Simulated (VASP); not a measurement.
# TiO2 in VASP: a series of runs

Runs on TiO2. Level: PBE+U. Tasks: single point.

Program: VASP 6.6.1. These are calculated values, not measurements. Logs are shortened: lines on timing, memory, paths and dates and some standing lists are left out, and cuts for length are marked.

**1. The cell of the first run**

The typed cell holds 6 atoms: a = 3.797 Å, b = 3.797 Å, c = 5.555 Å, α = 109.98°, β = 109.98°, γ = 90.00°.

**2. Single point, PBE+U (atoms shifted along a free coordinate)**

Contents of INCAR:

```
PREC = Accurate
ENCUT = 520
EDIFF = 1E-7
ISMEAR = 0
SIGMA = 0.05
LREAL = F
LASPH = T
NELM = 150
ALGO = Normal
ISIF = 2
LWAVE = F
LCHARG = F
LMAXMIX = 4
LDAU = T
LDAUTYPE = 2
LDAUL = 2 -1
LDAUU = 4 0
LDAUJ = 0 0
LDAUPRINT = 1
GGA = PE
NBANDS = 33
```

Contents of KPOINTS:

```
Automatic mesh
0
Gamma
  6 6 6
```

Contents of POSCAR:

```
TiO2
1.0
    2.6847502805     -2.6848248863     -0.0200337111
    2.6847502805      2.6848248863     -0.0200337111
   -2.6483287093      0.0000000000      4.8834674903
Ti O
2 4
Direct
    0.1250069486      0.8749930514      0.2500000000
    0.8749930514      0.1250069486      0.7500000000
    0.3148847788      0.0649080541      0.6297792795
    0.6851152212      0.9350919459      0.3702207205
    0.9350919459      0.6851152212      0.8702207205
    0.0649080541      0.3148847788      0.1297792795
```

Potentials or basis: VASP PAW PBE potentials, release 64 (Ti_sv, O).

The run is started by

```
$ cat potpaw_PBE.64/Ti_sv/POTCAR potpaw_PBE.64/O/POTCAR > POTCAR
$ mpirun -np 1 vasp_std > vasp.out
```

OUTCAR:

```text
PREC = Accurate
   ENCUT = 520
   EDIFF = 1E-7
   ISMEAR = 0
   LREAL = F
   LASPH = T
   NELM = 150
   ISIF = 2
   GGA = PE

 ion  position               nearest neighbor table
   1  0.125  0.875  0.250-   3 1.85   5 1.85   4 1.99   6 1.99   4 1.99   6 1.99
   2  0.875  0.125  0.750-   4 1.85   6 1.85   5 1.99   3 1.99   5 1.99   3 1.99
   3  0.315  0.065  0.630-   1 1.85   2 1.99   2 1.99
   4  0.685  0.935  0.370-   2 1.85   1 1.99   1 1.99
   5  0.935  0.685  0.870-   1 1.85   2 1.99   2 1.99
   6  0.065  0.315  0.130-   2 1.85   1 1.99   1 1.99

  LATTYP: Found a base centered monoclinic cell.
 ALAT       =     5.3696500513
 B/A-ratio  =     0.9999999481
 C/A-ratio  =     1.0345830161
 COS(beta)  =    -0.4832630161

  Lattice vectors:

 A1 = (   2.6847502805,  -2.6848248863,  -0.0200337111)
 A2 = (   2.6847502805,   2.6848248863,  -0.0200337111)
 A3 = (  -2.6483287093,   0.0000000000,   4.8834674903)

Analysis of symmetry for initial positions (statically):
=====================================================================
 Subroutine PRICEL returns:
 Original cell was already a primitive cell.

 Routine SETGRP: Setting up the symmetry group for a
 base centered monoclinic supercell.

 Subroutine GETGRP returns: Found  4 space group operations
 (whereof  2 operations were pure point group operations)
 out of a pool of  4 trial point group operations.

The static configuration has the point symmetry S_2 .
 The point group associated with its full space group is C_2h.

Analysis of symmetry for dynamics (positions and initial velocities):
=====================================================================
 Subroutine PRICEL returns:
 Original cell was already a primitive cell.

 Routine SETGRP: Setting up the symmetry group for a
 base centered monoclinic supercell.

 Subroutine GETGRP returns: Found  4 space group operations
 (whereof  2 operations were pure point group operations)
 out of a pool of  4 trial point group operations.

The dynamic configuration has the point symmetry S_2 .
 The point group associated with its full space group is C_2h.

 Subroutine INISYM returns: Found  4 space group operations
 (whereof  2 operations are pure point group operations),
 and found     1 'primitive' translations

----------------------------------------------------------------------------------------

                                     Primitive cell

  volume of cell :      70.1160

  direct lattice vectors                    reciprocal lattice vectors
     2.684750280 -2.684824886 -0.020033711     0.186993768 -0.186231885  0.101407651
     2.684750280  2.684824886 -0.020033711     0.186993768  0.186231885  0.101407651
    -2.648328709  0.000000000  4.883467490     0.001534229  0.000000000  0.205604552

  length of vectors
     3.796915865  3.796915865  5.555348745     0.282723356  0.282723356  0.205610276

  position of ions in fractional coordinates (direct lattice)
     0.125006949  0.874993051  0.250000000
     0.874993051  0.125006949  0.750000000
     0.314884779  0.064908054  0.629779279
     0.685115221  0.935091946  0.370220721
     0.935091946  0.685115221  0.870220721
     0.064908054  0.314884779  0.129779279

  ion indices of the primitive-cell ions
   primitive index   ion index
                 1           1
                 2           2
                 3           3
                 4           4
                 5           5
                 6           6

----------------------------------------------------------------------------------------

[... 102 lines left out ...]
   LEPSILON=     F    determine dielectric tensor
   LRPA    =     F    only Hartree local field effects (RPA)
 non-spin polarized calculation
 Gauss-broadening in eV      SIGMA  =   0.05
  energy-cutoff  :      520.00
  volume of cell :       70.12
 maximum number of plane-waves:      1904
   NGX = 15   NGY = 15   NGZ = 21

atom =   1  type =  1  l = 2

 onsite density matrix

spin component  1

  0.2235 -0.0008  0.0000  0.0000  0.0000
 -0.0008  0.1163  0.0000  0.0000 -0.0000
  0.0000  0.0000  0.2992  0.0024  0.0000
  0.0000  0.0000  0.0024  0.1163  0.0003
  0.0000 -0.0000  0.0000  0.0003  0.0819

spin component  2

  0.2235 -0.0008  0.0000  0.0000  0.0000
 -0.0008  0.1163  0.0000  0.0000 -0.0000
  0.0000  0.0000  0.2992  0.0024  0.0000
  0.0000  0.0000  0.0024  0.1163  0.0003
  0.0000 -0.0000  0.0000  0.0003  0.0819

 occupancies and eigenvectors

  o =  0.0819  v = -0.0000  0.0000  0.0000 -0.0074  1.0000  0.0000  0.0000  0.0000  0.0000  0.0000      0.0000  0.0000  0.0000  0.0000  0.0000  0.0000  0.0000  0.0000  0.0000  0.0000
  o =  0.0819  v =  0.0000  0.0000  0.0000  0.0000  0.0000 -0.0000  0.0000  0.0000 -0.0074  1.0000      0.0000  0.0000  0.0000  0.0000  0.0000  0.0000  0.0000  0.0000  0.0000  0.0000
  o =  0.1162  v =  0.0000  0.0000  0.0130 -0.9999 -0.0074  0.0000  0.0000  0.0000  0.0000  0.0000      0.0000  0.0000  0.0000  0.0000  0.0000  0.0000  0.0000  0.0000  0.0000  0.0000
  o =  0.1162  v =  0.0000  0.0000  0.0000  0.0000  0.0000  0.0000  0.0000  0.0130 -0.9999 -0.0074      0.0000  0.0000  0.0000  0.0000  0.0000  0.0000  0.0000  0.0000  0.0000  0.0000
  o =  0.1162  v =  0.0000  0.0000  0.0000  0.0000  0.0000  0.0074  1.0000 -0.0000  0.0000  0.0000      0.0000  0.0000  0.0000  0.0000  0.0000  0.0000  0.0000  0.0000  0.0000  0.0000
  o =  0.1162  v =  0.0074  1.0000 -0.0000  0.0000  0.0000  0.0000  0.0000  0.0000  0.0000  0.0000      0.0000  0.0000  0.0000  0.0000  0.0000  0.0000  0.0000  0.0000  0.0000  0.0000
  o =  0.2236  v = -1.0000  0.0074  0.0000  0.0000 -0.0000  0.0000  0.0000  0.0000  0.0000  0.0000      0.0000  0.0000  0.0000  0.0000  0.0000  0.0000  0.0000  0.0000  0.0000  0.0000
  o =  0.2236  v =  0.0000  0.0000  0.0000  0.0000  0.0000 -1.0000  0.0074  0.0000  0.0000 -0.0000      0.0000  0.0000  0.0000  0.0000  0.0000  0.0000  0.0000  0.0000  0.0000  0.0000
  o =  0.2992  v = -0.0000 -0.0000 -0.9999 -0.0130 -0.0000  0.0000  0.0000  0.0000  0.0000  0.0000      0.0000  0.0000  0.0000  0.0000  0.0000  0.0000  0.0000  0.0000  0.0000  0.0000
  o =  0.2992  v =  0.0000  0.0000  0.0000  0.0000  0.0000 -0.0000 -0.0000 -0.9999 -0.0130 -0.0000      0.0000  0.0000  0.0000  0.0000  0.0000  0.0000  0.0000  0.0000  0.0000  0.0000

atom =   2  type =  1  l = 2

 onsite density matrix

spin component  1

  0.2235 -0.0008  0.0000  0.0000  0.0000
 -0.0008  0.1163  0.0000  0.0000 -0.0000
  0.0000  0.0000  0.2992  0.0024  0.0000
  0.0000  0.0000  0.0024  0.1163  0.0003
  0.0000 -0.0000  0.0000  0.0003  0.0819

spin component  2

  0.2235 -0.0008  0.0000  0.0000  0.0000
 -0.0008  0.1163  0.0000  0.0000 -0.0000
  0.0000  0.0000  0.2992  0.0024  0.0000
  0.0000  0.0000  0.0024  0.1163  0.0003
  0.0000 -0.0000  0.0000  0.0003  0.0819

 occupancies and eigenvectors

  o =  0.0819  v = -0.0000  0.0000  0.0000 -0.0074  1.0000  0.0000  0.0000  0.0000  0.0000  0.0000      0.0000  0.0000  0.0000  0.0000  0.0000  0.0000  0.0000  0.0000  0.0000  0.0000
  o =  0.0819  v =  0.0000  0.0000  0.0000  0.0000  0.0000 -0.0000  0.0000  0.0000 -0.0074  1.0000      0.0000  0.0000  0.0000  0.0000  0.0000  0.0000  0.0000  0.0000  0.0000  0.0000
  o =  0.1162  v =  0.0000  0.0000  0.0130 -0.9999 -0.0074  0.0000  0.0000  0.0000  0.0000  0.0000      0.0000  0.0000  0.0000  0.0000  0.0000  0.0000  0.0000  0.0000  0.0000  0.0000
  o =  0.1162  v =  0.0000  0.0000  0.0000  0.0000  0.0000  0.0000  0.0000  0.0130 -0.9999 -0.0074      0.0000  0.0000  0.0000  0.0000  0.0000  0.0000  0.0000  0.0000  0.0000  0.0000
  o =  0.1162  v =  0.0000  0.0000  0.0000  0.0000  0.0000  0.0074  1.0000 -0.0000  0.0000  0.0000      0.0000  0.0000  0.0000  0.0000  0.0000  0.0000  0.0000  0.0000  0.0000  0.0000
  o =  0.1162  v =  0.0074  1.0000 -0.0000  0.0000  0.0000  0.0000  0.0000  0.0000  0.0000  0.0000      0.0000  0.0000  0.0000  0.0000  0.0000  0.0000  0.0000  0.0000  0.0000  0.0000
  o =  0.2236  v = -1.0000  0.0074  0.0000  0.0000 -0.0000  0.0000  0.0000  0.0000  0.0000  0.0000      0.0000  0.0000  0.0000  0.0000  0.0000  0.0000  0.0000  0.0000  0.0000  0.0000
  o =  0.2236  v =  0.0000  0.0000  0.0000  0.0000  0.0000 -1.0000  0.0074  0.0000  0.0000 -0.0000      0.0000  0.0000  0.0000  0.0000  0.0000  0.0000  0.0000  0.0000  0.0000  0.0000
  o =  0.2992  v = -0.0000 -0.0000 -0.9999 -0.0130 -0.0000  0.0000  0.0000  0.0000  0.0000  0.0000      0.0000  0.0000  0.0000  0.0000  0.0000  0.0000  0.0000  0.0000  0.0000  0.0000
  o =  0.2992  v =  0.0000  0.0000  0.0000  0.0000  0.0000 -0.0000 -0.0000 -0.9999 -0.0130 -0.0000      0.0000  0.0000  0.0000  0.0000  0.0000  0.0000  0.0000  0.0000  0.0000  0.0000

 number of electron      47.9999999 magnetization

 Free energy of the ion-electron system (eV)
  ---------------------------------------------------
  ext. energy  EPLUGINS =         0.00000000
  ---------------------------------------------------
  free energy    TOTEN  =       -47.37850174 eV

  energy without entropy =      -47.37850174  energy(sigma->0) =      -47.37850174

 E-fermi :   3.9401     XC(G=0): -10.5070

 val. band max:        3.5437512646   @ k =   0.0000   0.0000   0.5000
 cond. band min:       6.3487832583   @ k =   0.0000   0.0000   0.0000
 fundamental gap:      2.8050319937
 Fermi energy:         3.9401045407

 k-point     1 :       0.0000    0.0000    0.0000
  band No.  band energies     occupation
      1     -53.7871      2.00000
      2     -53.7329      2.00000
      3     -30.2961      2.00000
      4     -29.9715      2.00000
      5     -29.9715      2.00000
      6     -29.9053      2.00000
[... 853 lines left out ...]
     32       9.5693      0.00000
     33       9.8033      0.00000

 [... further k-points ...]
[... 5 lines left out ...]
  --------------------------------------------------------------------------------------
  -------------------------------------------------------------------------------------
  Total        3.8943273      3.8934083     19.6594605      0.0000000      0.0000000      0.1185398
  in kB       88.9868638     88.9658643    449.2261674      0.0000000      0.0000000      2.7086805
  external PRESSURE =     209.0596318 kB  Pullay stress =       0.0000000 kB

 VOLUME and BASIS-vectors are now :
 -----------------------------------------------------------------------------
  energy-cutoff  :      520.00
  volume of cell :       70.12
      direct lattice vectors                 reciprocal lattice vectors
     2.684750280 -2.684824886 -0.020033711     0.186993768 -0.186231885  0.101407651
     2.684750280  2.684824886 -0.020033711     0.186993768  0.186231885  0.101407651
    -2.648328709  0.000000000  4.883467490     0.001534229  0.000000000  0.205604552

 POSITION                                       TOTAL-FORCE (eV/Angst)
 -----------------------------------------------------------------------------------
      2.02267      2.01358      1.20083         0.000000     -0.000292     -0.000000
      0.69850     -2.01358      3.64257         0.000000      0.000292     -0.000000
     -0.64821     -0.67114      3.06790         0.028704      0.000069      3.761613
      3.36939      0.67114      1.77550        -0.028704     -0.000069     -3.761613
      2.04522     -0.67114      4.21724        -0.028704      0.000069     -3.761613
      0.67595      0.67114      0.62616         0.028704     -0.000069      3.761613
 -----------------------------------------------------------------------------------
    total drift:                               -0.000000      0.000000      0.000000

  FREE ENERGIE OF THE ION-ELECTRON SYSTEM (eV)
  ---------------------------------------------------
  free  energy   TOTEN  =       -47.3785017354 eV

  energy  without entropy=      -47.3785017354  energy(sigma->0) =      -47.37850174
```

Run time: 4.9 min. Hardware: 1 thread of Intel Xeon 8259CL, shared host; peak memory 0.25 GiB.

What came out:

```
Free energy            : -47.3785 eV
Pressure               : 20.9 GPa
Largest force          : 3.762 eV/Å
Band gap on the k mesh : 2.81 eV (least direct gap 3.04 eV)
```

Forces in eV/Å, atoms in the order of the input:
```
Ti   0.000  0.000  0.000
Ti   0.000  0.000  0.000
O    0.029  0.000  3.762
O   -0.029  0.000 -3.762
O   -0.029  0.000 -3.762
O    0.029  0.000  3.762
```

Stress tensor (GPa, compression positive):
```
 8.90  0.00  0.27
 0.00  8.90  0.00
 0.27  0.00 44.92
```

Eigenvalues of the final occupation matrices:
```
    site  spin  trace               eigenvalues
site 1 d     1   0.84  0.08 0.12 0.12 0.22 0.30
site 1 d     2   0.84  0.08 0.12 0.12 0.22 0.30
site 2 d     1   0.84  0.08 0.12 0.12 0.22 0.30
site 2 d     2   0.84  0.08 0.12 0.12 0.22 0.30
```

Caveat: the cell differs from its parent crystal (atoms shifted along a free coordinate); the stress differs along the axes, from 9 to 45 GPa; forces of over 1 eV/Å act on the atoms, so gaps and moduli don't describe the material at rest. A k mesh can miss the band edges.

**3. Single point, PBE+U (atoms shifted along a free coordinate)**

Contents of INCAR:

```
ALGO     = Normal         # electronic algorithm
EDIFF    = 1E-6           # SCF threshold, eV
ENCUT    = 520            # plane-wave cutoff, eV
GGA      = PE             # functional
ISIF     = 2              # what is computed and relaxed
ISMEAR   = 0              # smearing method
LASPH    = T              # aspherical terms in the spheres
LCHARG   = F              # write CHGCAR
LDAU     = T              # DFT+U
LDAUJ    = 0 0          
LDAUL    = 2 -1           # shell
LDAUPRINT= 1            
LDAUTYPE = 2            
LDAUU    = 4 0            # U, eV
LMAXMIX  = 4              # l up to which the mixer works
LREAL    = F              # projectors in reciprocal space
LWAVE    = F              # write WAVECAR
NBANDS   = 33             # bands
NELM     = 150            # most SCF steps
PREC     = Accurate       # precision mode
SIGMA    = 0.05           # smearing width, eV
```

Contents of KPOINTS:

```
k-points
0
Gamma
  6 6 6
```

Contents of POSCAR:

```
TiO2
1.0
    2.7694294151     -2.7695063740     -0.0206655901
    2.7694294151      2.7695063740     -0.0206655901
   -2.7318590789      0.0000000000      5.0374958942
Ti O
2 4
Direct
    0.1250069486      0.8749930514      0.2500000000
    0.8749930514      0.1250069486      0.7500000000
    0.3332902468      0.0833135221      0.6665902155
    0.6667097532      0.9166864779      0.3334097845
    0.9166864779      0.6667097532      0.8334097845
    0.0833135221      0.3332902468      0.1665902155
```

Potentials or basis: VASP PAW PBE potentials, release 64 (Ti_sv, O).

The run is started by

```
$ cat potpaw_PBE.64/Ti_sv/POTCAR potpaw_PBE.64/O/POTCAR > POTCAR
$ mpirun -np 1 vasp_std > vasp.out
```

Wall time 99 s (1 thread of Intel Xeon 6975P-C (Granite Rapids), shared host); peak memory 0.28 GiB.

It converged, with:

```
Free energy            : -48.3364 eV
Pressure               : -11.1 GPa
Largest force          : 0.582 eV/Å
Band gap on the k mesh : 2.36 eV (least direct gap 2.69 eV)
```

Forces in eV/Å, atoms in the order of the input:
```
Ti   0.000  0.000  0.000
Ti   0.000  0.000  0.000
O   -0.004  0.000 -0.582
O    0.004  0.000  0.582
O    0.004  0.000  0.582
O   -0.004  0.000 -0.582
```

Stress tensor (GPa, compression positive):
```
 -9.62   0.00  -0.04
  0.00  -9.62   0.00
 -0.04   0.00 -14.07
```

Levels at points of the mesh, in eV from the valence-band top:
```
           k point  band 20  band 21  band 22  band 23  band 24  band 25  band 26  band 27  band 28  band 29
(0.00, 0.00, 0.00)    -0.85    -0.85    -0.81    -0.36    -0.36     2.36     2.93     3.78     3.78     3.87
(0.50, 0.00, 0.00)    -1.74    -1.60    -1.07    -0.77    -0.68     3.28     3.41     3.46     3.56     4.08
(0.50, 0.50, 0.00)    -2.32    -1.88    -1.88     0.00     0.00     3.29     3.29     3.66     3.66     4.61
(0.00, 0.00, 0.50)    -1.36    -1.34    -1.34    -0.15    -0.15     2.64     2.64     3.70     3.70     3.97
(0.50, 0.00, 0.50)    -1.74    -1.60    -1.07    -0.77    -0.68     3.28     3.41     3.46     3.56     4.08
(0.50, 0.50, 0.50)    -2.32    -1.88    -1.88     0.00     0.00     3.29     3.29     3.66     3.66     4.61
```

Eigenvalues of the final occupation matrices:
```tsv
site	spin	trace	eigenvalues
site 1 d	1	0.75	0.09 0.09 0.11 0.23 0.23
site 1 d	2	0.75	0.09 0.09 0.11 0.23 0.23
site 2 d	1	0.75	0.09 0.09 0.11 0.23 0.23
site 2 d	2	0.75	0.09 0.09 0.11 0.23 0.23
```

Caveat: the cell differs from its parent crystal (atoms shifted along a free coordinate); the cell stands under tension.

**4. Single point, PBE+U (atoms shifted along a free coordinate)**

Contents of INCAR:

```
SYSTEM = TiO2
PREC = Accurate ; ENCUT = 520
EDIFF = 1E-6 ; ISMEAR = 0
SIGMA = 0.05 ; LREAL = .False.
LASPH = .True. ; NELM = 150
ALGO = Normal ; ISIF = 2
LWAVE = .False. ; LCHARG = .True.
LMAXMIX = 4 ; LDAU = .True.
LDAUTYPE = 2 ; LDAUL = 2 -1
LDAUU = 4 0 ; LDAUJ = 0 0
LDAUPRINT = 1 ; GGA = PE
LELF = .True. ; LVHAR = .True.
NBANDS = 33
```

Contents of KPOINTS:

```
regular mesh
0
Gamma
  6 6 6
  0 0 0
```

Contents of POSCAR:

```
TiO2
1.0
    2.7694294151     -2.7695063740     -0.0206655901
    2.7694294151      2.7695063740     -0.0206655901
   -2.7318590789      0.0000000000      5.0374958942
Ti O
2 4
Direct
    0.1250069486      0.8749930514      0.2500000000
    0.8749930514      0.1250069486      0.7500000000
    0.3394254028      0.0894486781      0.6788605275
    0.6605745972      0.9105513219      0.3211394725
    0.9105513219      0.6605745972      0.8211394725
    0.0894486781      0.3394254028      0.1788605275
```

The run is started by

```
$ cat potpaw_PBE.64/Ti_sv/POTCAR potpaw_PBE.64/O/POTCAR > POTCAR
$ mpirun -np 1 vasp_std > vasp.out
```

Run time: 1.7 min. Hardware: 1 thread of Intel Xeon 6975P-C (Granite Rapids), shared host; peak memory 0.28 GiB.

It converged, with:

```yaml
Free_energy: -48.1237 eV
Pressure: -12.6 GPa
Largest_force: 1.116 eV/Å
Band_gap_on_the_k_mesh: 2.13 eV (least direct gap 2.62 eV)
```

Forces in eV/Å, atoms in the order of the input:
```
Ti   0.000  0.000  0.000
Ti   0.000  0.000  0.000
O   -0.008  0.000 -1.116
O    0.008  0.000  1.116
O    0.008  0.000  1.116
O   -0.008  0.000 -1.116
```

Stress tensor (GPa, compression positive):
```
 -9.70   0.00  -0.07
  0.00  -9.70   0.00
 -0.07   0.00 -18.49
```

Levels at points of the mesh, in eV from the valence-band top:
```tsv
k point	band 22	band 23	band 24	band 25	band 26	band 27
(0.00, 0.00, 0.00)	-0.93	-0.53	-0.53	2.13	2.69	3.33
(0.50, 0.00, 0.00)	-1.36	-0.95	-0.81	3.07	3.08	3.20
(0.50, 0.50, 0.00)	-2.17	0.00	0.00	3.15	3.15	3.52
(0.00, 0.00, 0.50)	-1.46	-0.33	-0.33	2.41	2.41	3.41
(0.50, 0.00, 0.50)	-1.36	-0.95	-0.81	3.07	3.08	3.20
(0.50, 0.50, 0.50)	-2.17	0.00	0.00	3.15	3.15	3.52
```

Eigenvalues of the final occupation matrices:
```csv
site,spin,trace,eigenvalues
site 1 d,1,0.75,0.09 0.09 0.11 0.21 0.24
site 1 d,2,0.75,0.09 0.09 0.11 0.21 0.24
site 2 d,1,0.75,0.09 0.09 0.11 0.21 0.24
site 2 d,2,0.75,0.09 0.09 0.11 0.21 0.24
```

Caveat: the cell differs from its parent crystal (atoms shifted along a free coordinate); the stress differs along the axes, from -18 to -10 GPa; forces of over 1 eV/Å act on the atoms, so gaps and moduli don't describe the material at rest.

**5. The runs side by side**

| cell | gap on the mesh (eV) | pressure (GPa) | largest force (eV/Å) |
| --- | --- | --- | --- |
| a = 3.797, b = 3.797, c = 5.555 Å, angles 110.0, 110.0, 90.0°, 6 atoms, atomic positions A | 2.81 | 20.9 | 3.76 |
| a = 3.917, b = 3.917, c = 5.731 Å, angles 110.0, 110.0, 90.0°, 6 atoms, atomic positions B | 2.36 | -11.1 | 0.58 |
| a = 3.917, b = 3.917, c = 5.731 Å, angles 110.0, 110.0, 90.0°, 6 atoms, atomic positions C | 2.13 | -12.6 | 1.12 |

Alike in all rows: task single point; level PBE+U; potentials or basis VASP PAW PBE potentials, release 64 (Ti_sv, O); no spin polarisation; Ti d U = 4.0 eV; k mesh 6 × 6 × 6; cutoff (eV) 520; smearing gaussian 0.05 eV.

Caveats: forces of over 1 eV/Å act on the atoms, so gaps and moduli don't describe the material at rest (at least some runs); the stress differs along the axes, from 9 to 45 GPa (at least some runs); the cell stands under tension (at least some runs); the stress differs along the axes, from -18 to -10 GPa (at least some runs).

Total energies depend on the potentials used, so only differences within one code and one set of settings carry meaning.
